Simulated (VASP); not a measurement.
Input of a VASP 6.6.1 run:

INCAR

```
SYSTEM = W
  ALGO = Fast
  EDIFF = 1E-6
  ENCUT = 520
  GGA = PE
  ISIF = 2
  ISMEAR = 0
  LASPH = .True.
  LCHARG = .False.
  LREAL = .False.
  LWAVE = .False.
  NBANDS = 13
  NELM = 100
  PREC = Accurate
  SIGMA = 0.15
```

Contents of KPOINTS:

```
k-points
0
Gamma
  24 24 24
  0 0 0
```

The input POSCAR:

```
W
1.0
   -1.9635487370      1.6173912089      1.6173912089
    1.6173912089     -1.9635487370      1.6173912089
    1.6173912089      1.6173912089     -1.9635487370
W
1
Direct
    0.0000000000      0.0000000000      0.0000000000
```

Potentials or basis: VASP PAW PBE potentials, release 64 (W_sv).

The run is started by

```console
$ cat potpaw_PBE.64/W_sv/POTCAR > POTCAR
$ mpirun -np 1 vasp_std > vasp.out
```

(1) Predict the band gap on the k mesh.

(2) Predict the pressure.

## Answers

(1) zero (band 7 reaches 14.09 eV, above the bottom of band 8 at 9.42 eV).

(2) 39.3 GPa.

Caveat: spin-orbit coupling is left out, which moves the levels of the heavy elements.
